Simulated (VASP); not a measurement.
# F (C2/m) in VASP: further runs

F is run at these levels: PBEsol; tasks: single point.

Everything below comes from runs of VASP 6.6.1. Logs are shortened: lines on timing, memory, paths and dates and some standing lists are left out, and cuts for length are marked.

### Step 1. The cell of the first run

Symmetry: C2/m, No. 12, monoclinic system. The conventional cell has a = 6.184 Å, b = 3.659 Å, c = 7.672 Å, α = 90.00°, β = 111.86°, γ = 90.00°. Within 1.9 Å of F (site symmetry m) lie 1 F at 1.43 Å. F (site symmetry m) has 1 F at 1.43 Å within 1.9 Å.

### Step 2. Single point, PBEsol

INCAR

```
SYSTEM = F
ALGO = Normal ; EDIFF = 1E-6
ENCUT = 520 ; GGA = PS
ISIF = 2 ; ISMEAR = 0
LASPH = .TRUE. ; LCHARG = .FALSE.
LREAL = .FALSE. ; LWAVE = .FALSE.
NBANDS = 22 ; NELM = 100
PREC = Accurate ; SIGMA = 0.05
```

KPOINTS

```
k-points
0
G
  4 4 2
  0 0 0
```

POSCAR

```
F
1.0
    3.0826049363     -1.8294906093     -0.2377570858
    3.0826049363      1.8294906093     -0.2377570858
   -2.3005794252      0.0000000000      7.3194404921
F
4
Direct
    0.0848459664      0.0848459664      0.0940038325
    0.9151540336      0.9151540336      0.9059961675
    0.5015719855      0.5015719855      0.5937195244
    0.4984280145      0.4984280145      0.4062804756
```

Potentials or basis: VASP PAW PBE potentials, release 64 (F).

The run is started by

```bash
$ cat potpaw_PBE.64/F/POTCAR > POTCAR
$ mpirun -np 1 vasp_std > vasp.out
```

OUTCAR:

```text
SYSTEM = F
   EDIFF = 1E-6
   ENCUT = 520
   GGA = PS
   ISIF = 2
   ISMEAR = 0
   LASPH = .TRUE.
   LREAL = .FALSE.
   NELM = 100
   PREC = Accurate

 ion  position               nearest neighbor table
   1  0.085  0.085  0.094-   2 1.43
   2  0.915  0.915  0.906-   1 1.43
   3  0.502  0.502  0.594-   4 1.43
   4  0.498  0.498  0.406-   3 1.43

  LATTYP: Found a base centered monoclinic cell.
 ALAT       =     6.1835205588
 B/A-ratio  =     0.5917310671
 C/A-ratio  =     1.2407939893
 COS(beta)  =    -0.3723223026

  Lattice vectors:

 A1 = (   3.0826049363,  -1.8294906093,  -0.2377570858)
 A2 = (   3.0826049363,   1.8294906093,  -0.2377570858)
 A3 = (  -2.3005794252,   0.0000000000,   7.3194404921)

Analysis of symmetry for initial positions (statically):
=====================================================================
 Subroutine PRICEL returns:
 Original cell was already a primitive cell.

 Routine SETGRP: Setting up the symmetry group for a
 base centered monoclinic supercell.

 Subroutine GETGRP returns: Found  4 space group operations
 (whereof  4 operations were pure point group operations)
 out of a pool of  4 trial point group operations.

The static configuration has the point symmetry C_2h.

Analysis of symmetry for dynamics (positions and initial velocities):
=====================================================================
 Subroutine PRICEL returns:
 Original cell was already a primitive cell.

 Routine SETGRP: Setting up the symmetry group for a
 base centered monoclinic supercell.

 Subroutine GETGRP returns: Found  4 space group operations
 (whereof  4 operations were pure point group operations)
 out of a pool of  4 trial point group operations.

The dynamic configuration has the point symmetry C_2h.

 Subroutine INISYM returns: Found  4 space group operations
 (whereof  4 operations are pure point group operations),
 and found     1 'primitive' translations

----------------------------------------------------------------------------------------

                                     Primitive cell

  volume of cell :      80.5560

  direct lattice vectors                    reciprocal lattice vectors
     3.082604936 -1.829490609 -0.237757086     0.166230295 -0.273300118  0.052247982
     3.082604936  1.829490609 -0.237757086     0.166230295  0.273300118  0.052247982
    -2.300579425  0.000000000  7.319440492     0.010799304  0.000000000  0.140016803

  length of vectors
     3.592494609  3.592494609  7.672475142     0.324122380  0.324122380  0.140432653

  position of ions in fractional coordinates (direct lattice)
     0.084845966  0.084845966  0.094003833
     0.915154034  0.915154034  0.905996167
     0.501571986  0.501571986  0.593719524
     0.498428015  0.498428015  0.406280476

  ion indices of the primitive-cell ions
   primitive index   ion index
                 1           1
                 2           2
                 3           3
                 4           4

----------------------------------------------------------------------------------------

 KPOINTS: k-points

Automatic generation of k-mesh.
 Grid dimensions read from file:
 generate k-points for:    4    4    2

 Generating k-lattice:

  Cartesian coordinates                     Fractional coordinates (reciprocal lattice)
     0.041557574 -0.068325030  0.013061996     0.250000000 -0.000000000  0.000000000
     0.041557574  0.068325030  0.013061996    -0.000000000  0.250000000  0.000000000
     0.005399652  0.000000000  0.070008401    -0.000000000 -0.000000000  0.500000000

  Length of vectors
     0.081030595  0.081030595  0.070216326

  Shift w.r.t. Gamma in fractional coordinates (k-lattice)
     0.000000000  0.000000000  0.000000000

 Subroutine IBZKPT returns following result:
 ===========================================

 Found     14 irreducible k-points:

 Following reciprocal coordinates:
            Coordinates               Weight
  0.000000  0.000000  0.000000      1.000000
  0.250000  0.000000 -0.000000      4.000000
  0.500000  0.000000 -0.000000      2.000000
  0.250000  0.250000 -0.000000      2.000000
  0.500000  0.250000  0.000000      4.000000
 -0.250000  0.250000  0.000000      2.000000
  0.500000  0.500000 -0.000000      1.000000
 -0.000000 -0.000000  0.500000      1.000000
  0.250000 -0.000000  0.500000      4.000000
  0.500000 -0.000000  0.500000      2.000000
  0.250000  0.250000  0.500000      2.000000
  0.500000  0.250000  0.500000      4.000000
 -0.250000  0.250000  0.500000      2.000000
  0.500000  0.500000  0.500000      1.000000
   k-points           NKPTS =     14   k-points in BZ     NKDIM =     14   number of bands    NBANDS=     22
   number of dos      NEDOS =    301   number of ions     NIONS =      4
   total plane-waves  NPLWV =  47040
   dimension x,y,z NGX =    28 NGY =   28 NGZ =   60
   dimension x,y,z NGXF=    56 NGYF=   56 NGZF=  120
   ions per type =               4
   NGX,Y,Z   is equivalent  to a cutoff of  12.96, 12.96, 13.00 a.u.
   NGXF,Y,Z  is equivalent  to a cutoff of  25.91, 25.91, 26.00 a.u.
 SYSTEM =  F
   PREC   = accura    normal or accurate (medium, high low for compatibility)
   ISTART =      0    job   : 0-new  1-cont  2-samecut
   ICHARG =      2    charge: 1-file 2-atom 10-const
   ISPIN  =      1    spin polarized calculation?
   LNONCOLLINEAR =      F non collinear calculations
   LSORBIT =      F    spin-orbit coupling
   LASPH  =      T    aspherical Exc in radial PAW
   ENCUT  =  520.0 eV  38.22 Ry    6.18 a.u.   6.68  6.68 14.27*2*pi/ulx,y,z
   NELM   =    100;   NELMIN=  2; NELMDL= -5     # of ELM steps
   EDIFF  = 0.1E-05   stopping-criterion for ELM
   LREAL  =      F    real-space projection
   EDIFFG = 0.1E-04   stopping-criterion for IOM
   NSW    =      0    number of steps for IOM
   IBRION =     -1    ionic relax: 0-MD 1-quasi-New 2-CG
   NFREE  =      0    steps in history (QN), initial steepest desc. (CG)
   ISIF   =      2    stress and relaxation
   ISYM   =      2    0-nonsym 1-usesym 2-fastsym
   POTIM  = 0.5000    time-step for ionic-motion
   TEBEG  =    0.0;   TEEND  =   0.0 temperature during run
   PSTRESS=    0.0 pullay stress
   NELECT =      28.0000    total number of electrons
   NUPDOWN=      -1.0000    fix difference up-down
   EMIN   =  10.00;   EMAX   =-10.00  energy-range for DOS
   EFERMI =   0.00;   METHOD = LEGACY
   ISMEAR =     0;   SIGMA  =   0.05  broadening in eV -4-tet -1-fermi 0-gaus
   EFERMI_NEDOS =   21; number of points for ismear=-14 and -15
   IALGO  =     38    algorithm
   IMIX   =      4    mixing-type and parameters
     AMIX     =   0.40;   BMIX     =  1.00
     AMIX_MAG =   1.60;   BMIX_MAG =  1.00
  volume/ion in A,a.u.               =      20.14       135.90
  Fermi-wavevector in a.u.,A,eV,Ry     =   1.151052  2.175173 18.026635  1.324920
  Thomas-Fermi vector in A             =   2.287712
   LORBIT       =      0    0 simple, 1 ext, 2 COOP (PROOUT), +10 PAW based schemes
   GGA     = PS    functional components
   LHFCALC =     F    Hartree Fock is set to
   AEXX    =    0.0000 exact exchange contribution
   IVDW    =     0    specifies the selected vdW correction
   LEPSILON=     F    determine dielectric tensor
   LRPA    =     F    only Hartree local field effects (RPA)
 non-spin polarized calculation
 Gauss-broadening in eV      SIGMA  =   0.05
  energy-cutoff  :      520.00
  volume of cell :       80.56
 maximum number of plane-waves:      2186
 NGX is ok and might be reduce to    28

 number of electron      28.0000000 magnetization

 Free energy of the ion-electron system (eV)
  ---------------------------------------------------
  ext. energy  EPLUGINS =         0.00000000
  ---------------------------------------------------
  free energy    TOTEN  =        -7.78401469 eV

  energy without entropy =       -7.78401469  energy(sigma->0) =       -7.78401469

 E-fermi :  -5.8071     XC(G=0):  -6.5827

 val. band max:       -6.0901339891   @ k =   0.5000   0.5000  -0.0000
 cond. band min:      -3.4117440368   @ k =   0.0000   0.0000   0.0000
 fundamental gap:      2.6783899523
 Fermi energy:        -5.8070815130

 k-point     1 :       0.0000    0.0000    0.0000
  band No.  band energies     occupation
      1     -30.6438      2.00000
      2     -30.4841      2.00000
      3     -24.6181      2.00000
      4     -24.3918      2.00000
      5     -12.4640      2.00000
      6     -11.9309      2.00000
[... 14 lines left out ...]
     21      12.8166      0.00000
     22      13.9761      0.00000

 k-point     2 :       0.2500    0.0000   -0.0000
  band No.  band energies     occupation
      1     -30.6254      2.00000
      2     -30.4730      2.00000
      3     -24.5838      2.00000
      4     -24.4112      2.00000
      5     -12.3869      2.00000
      6     -12.0015      2.00000
[... 14 lines left out ...]
     21      10.8718      0.00000
     22      12.3378      0.00000

 k-point     3 :       0.5000    0.0000   -0.0000
  band No.  band energies     occupation
      1     -30.6069      2.00000
      2     -30.4623      2.00000
      3     -24.5378      2.00000
      4     -24.4428      2.00000
      5     -12.2423      2.00000
      6     -12.1390      2.00000
[... 14 lines left out ...]
     21       9.6719      0.00000
     22       9.8792      0.00000
[... 226 lines left out ...]
 k-point    13 :      -0.2500    0.2500    0.5000
  band No.  band energies     occupation
      1     -30.6067      2.00000
      2     -30.4621      2.00000
      3     -24.5376      2.00000
      4     -24.4427      2.00000
      5     -12.2393      2.00000
      6     -12.1376      2.00000
[... 14 lines left out ...]
     21      10.0516      0.00000
     22      10.0710      0.00000

 k-point    14 :       0.5000    0.5000    0.5000
  band No.  band energies     occupation
      1     -30.6000      2.00000
      2     -30.4555      2.00000
      3     -24.5455      2.00000
      4     -24.4502      2.00000
      5     -12.2575      2.00000
      6     -12.1566      2.00000
[... 14 lines left out ...]
     21       8.7274      0.00000
     22       8.8542      0.00000

------------------------ aborting loop because EDIFF is reached ----------------------------------------

  FORCE on cell =-STRESS in cart. coord.  units (eV):
  Direction    XX          YY          ZZ          XY          YZ          ZX
  --------------------------------------------------------------------------------------
  -------------------------------------------------------------------------------------
  Total       -0.5318372     -0.2643809     -2.0148858      0.0000000      0.0000000     -0.1316450
  in kB      -10.5777031     -5.2582678    -40.0740392      0.0000000      0.0000000     -2.6182856
  external PRESSURE =     -18.6366700 kB  Pullay stress =       0.0000000 kB

 VOLUME and BASIS-vectors are now :
 -----------------------------------------------------------------------------
  energy-cutoff  :      520.00
  volume of cell :       80.56
      direct lattice vectors                 reciprocal lattice vectors
     3.082604936 -1.829490609 -0.237757086     0.166230295 -0.273300118  0.052247982
     3.082604936  1.829490609 -0.237757086     0.166230295  0.273300118  0.052247982
    -2.300579425  0.000000000  7.319440492     0.010799304  0.000000000  0.140016803

 POSITION                                       TOTAL-FORCE (eV/Angst)
 -----------------------------------------------------------------------------------
      0.30683      0.00000      0.64771        -0.293928      0.000000     -0.610913
      3.55780      0.00000      6.19622         0.293928      0.000000      0.610913
      1.72640      0.00000      4.10719         0.202451      0.000000     -0.660242
      2.13823      0.00000      2.73674        -0.202451      0.000000      0.660242
 -----------------------------------------------------------------------------------
    total drift:                                0.000000      0.000000     -0.000000

  FREE ENERGIE OF THE ION-ELECTRON SYSTEM (eV)
  ---------------------------------------------------
  free  energy   TOTEN  =        -7.7840146945 eV

  energy  without entropy=       -7.7840146945  energy(sigma->0) =       -7.78401469
```

It took 41 s on 1 thread of Intel Xeon 6975P-C, shared host; peak memory 0.19 GiB.

What came out:

| Property | Result |
| --- | --- |
| Free energy | -7.7840 eV |
| Pressure | -1.9 GPa |
| Largest force | 0.691 eV/Å |
| Band gap on the k mesh | 2.68 eV, indirect (least direct gap 2.75 eV) |

Forces in eV/Å, atoms in the order of the input:
```
F   -0.294  0.000 -0.611
F    0.294  0.000  0.611
F    0.202  0.000 -0.660
F   -0.202  0.000  0.660
```

Levels at points of the mesh, in eV from the valence-band top:
```tsv
k point	band 10	band 11	band 12	band 13	band 14	band 15	band 16	band 17	band 18	band 19
(0.00, 0.00, 0.00)	-3.18	-0.28	-0.16	-0.09	-0.07	2.68	3.39	8.67	11.09	11.87
(0.50, 0.00, 0.00)	-3.26	-0.33	-0.26	-0.24	-0.14	3.05	3.14	12.45	12.59	14.05
(0.50, 0.50, 0.00)	-3.27	-0.31	-0.26	-0.17	0.00	3.01	3.15	12.87	13.11	13.21
(0.00, 0.00, 0.50)	-3.19	-0.26	-0.16	-0.13	-0.07	2.98	3.07	9.46	9.48	14.49
(0.50, 0.00, 0.50)	-3.24	-0.42	-0.28	-0.17	-0.05	2.89	3.28	12.35	13.18	13.44
(0.50, 0.50, 0.50)	-3.32	-0.34	-0.22	-0.17	-0.08	3.05	3.14	12.53	12.64	14.63
```

Caveat: the k points lie up to 0.51 Å⁻¹ apart; the PAW data sets were made with another functional, which shifts forces and pressure a little. Expect the measured gap to be larger: semilocal functionals such as PBEsol lack the derivative discontinuity.

### Step 3. Single point, PBEsol

This run uses another cell than the first one, of the same volume but with other edges.

INCAR

```
SYSTEM = F
ALGO     = Normal         ! electronic algorithm
EDIFF    = 1E-6           ! SCF threshold, eV
ENCUT    = 520            ! plane-wave cutoff, eV
GGA      = PS             ! functional
ISIF     = 2              ! what is computed and relaxed
ISMEAR   = 0              ! smearing method
LASPH    = .True.         ! aspherical terms in the spheres
LCHARG   = .False.        ! write CHGCAR
LREAL    = .False.        ! projectors in reciprocal space
LWAVE    = .False.        ! write WAVECAR
NBANDS   = 22             ! bands
NELM     = 100            ! most SCF steps
PREC     = Accurate       ! precision mode
SIGMA    = 0.05           ! smearing width, eV
```

KPOINTS

```
k-points
0
Gamma
  4 4 2
  0 0 0
```

POSCAR

```
F
1.0
    3.2868039569     -1.7717490918     -0.2535066759
    3.2868039569      1.7717490918     -0.2535066759
   -2.5065321604      0.0000000000      7.1099129181
F
4
Direct
    0.0848459664      0.0848459664      0.0940038325
    0.9151540336      0.9151540336      0.9059961675
    0.5015719855      0.5015719855      0.5937195244
    0.4984280145      0.4984280145      0.4062804756
```

Potentials or basis: VASP PAW PBE potentials, release 64 (F).

The run is started by

```bash
$ cat potpaw_PBE.64/F/POTCAR > POTCAR
$ mpirun -np 1 vasp_std > vasp.out
```

Wall time 36 s (1 thread of Intel Xeon 6975P-C, shared host); peak memory 0.18 GiB.

Results (log left out):

| Property | Result |
| --- | --- |
| Free energy | -7.7972 eV |
| Pressure | -0.1 GPa |
| Largest force | 0.236 eV/Å |
| Band gap on the k mesh | 3.01 eV, indirect (least direct gap 3.09 eV) |

Forces on the atoms (eV/Å):
```
F    0.112  0.000  0.207
F   -0.112  0.000 -0.207
F   -0.069  0.000  0.224
F    0.069  0.000 -0.224
```

Stress tensor (GPa, compression positive):
```
-0.35  0.00  0.06
 0.00 -0.50  0.00
 0.06  0.00  0.62
```

Levels at points of the mesh, in eV from the valence-band top:
```csv
k point,band 11,band 12,band 13,band 14,band 15,band 16,band 17,band 18
"(0.00, 0.00, 0.00)",-0.35,-0.16,-0.12,-0.08,3.01,3.67,8.54,11.06
"(0.50, 0.00, 0.00)",-0.34,-0.29,-0.28,-0.17,3.37,3.44,12.37,12.50
"(0.50, 0.50, 0.00)",-0.30,-0.24,-0.16,0.00,3.33,3.41,12.52,12.54
"(0.00, 0.00, 0.50)",-0.29,-0.19,-0.16,-0.09,3.28,3.35,9.40,9.41
"(0.50, 0.00, 0.50)",-0.45,-0.33,-0.19,-0.07,3.23,3.56,12.29,13.05
"(0.50, 0.50, 0.50)",-0.32,-0.22,-0.15,-0.09,3.35,3.42,12.02,12.13
```

Caveat: the k points lie up to 0.51 Å⁻¹ apart; the PAW data sets were made with another functional, which shifts forces and pressure a little. Expect the measured gap to be larger: semilocal functionals such as PBEsol lack the derivative discontinuity.

(Continued in part 2 of 2.)
